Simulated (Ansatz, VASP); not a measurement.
Two plane-wave programs on CsPbCl3

File INCAR:

```
SYSTEM = CsPbCl3
PREC = Accurate
ENCUT = 520
EDIFF = 1E-6
ISMEAR = -1
SIGMA = 0.05
LREAL = .FALSE.
LASPH = .TRUE.
NELM = 60
ALGO = Normal
ISIF = 2
LWAVE = .FALSE.
LCHARG = .FALSE.
GGA = PS
NBANDS = 30
```

The input KPOINTS:

```
Automatic mesh
0
G
  4 4 4
  0 0 0
```

The input POSCAR:

```
CsPbCl3
1.0
    5.6050000000      0.0000000000      0.0000000000
    0.0000000000      5.6050000000      0.0000000000
    0.0000000000      0.0000000000      5.8292000000
Pb Cs Cl
1 1 3
Direct
    0.5000000000      0.5000000000      0.5000000000
    0.0000000000      0.0000000000      0.0000000000
    0.5000000000      0.0000000000      0.5000000000
    0.0000000000      0.5000000000      0.5000000000
    0.5000000000      0.5000000000      0.0000000000
```

The input input.yaml:

```yaml
crystal:
  lattice:
    - [5.605, 0.0, 0.0]
    - [0.0, 5.605, 0.0]
    - [0.0, 0.0, 5.8292]
  atoms:
    - { symbol: Pb, position: [0.5, 0.5, 0.5] }
    - { symbol: Cs, position: [0.0, 0.0, 0.0] }
    - { symbol: Cl, position: [0.5, 0.0, 0.5] }
    - { symbol: Cl, position: [0.0, 0.5, 0.5] }
    - { symbol: Cl, position: [0.5, 0.5, 0.0] }
hamiltonian:
  xc: pbesol
  pseudopotentials: { kind: paw }
kpoints:
  mp_grid: { grid: [4, 4, 4] }
  band_path:
    path:
      - [[0.0, 0.0, 0.0], [0.0, 0.5, 0.0], [0.5, 0.5, 0.0], [0.0, 0.0, 0.0], [0.0, 0.0, 0.5], [0.0, 0.5, 0.5], [0.5, 0.5, 0.5], [0.0, 0.0, 0.5]]
      - [[0.0, 0.5, 0.0], [0.0, 0.5, 0.5]]
      - [[0.5, 0.5, 0.0], [0.5, 0.5, 0.5]]
    npoints: 14
scf:
  occupations: { method: fermi_dirac, width: 0.05 }
  n_extra_bands: 12
output:
  forces: true
  stress: true
  eigenvalues: true
  fatbands: false
  write_density: true
  write_potential: true
  elf: true
  volumetric_format: npy
```

Alike in both runs: functional PBEsol; k mesh 4 × 4 × 4; occupations fermi-dirac, width 0.05 eV; no spin polarisation.

|  | VASP | Ansatz |
| --- | --- | --- |
| version | VASP 6.6.1 | Ansatz 0.2.0 |
| potentials or method | VASP PAW PBE potentials, release 64 (Pb_d, Cs_sv, Cl) | Ansatz PAW |
| plane-wave cutoff (eV) | 520 | 420 |
| valence electrons in the cell | 44 | 44 |
| task | single point | band structure |

```csv
,VASP,Ansatz,Ansatz less VASP
gap on the k mesh at the Fermi level (eV),1.77,1.77,-0.005
least direct gap on the mesh (eV),1.77,1.77,-0.005
pressure (GPa),-0.6,-0.6,+0.04
"traceless stress, the component that is largest in VASP (GPa)",-1.10,-1.10,+0.003
```

VASP's potentials were made for PBE, not for PBEsol.

Spin-orbit coupling is off throughout.
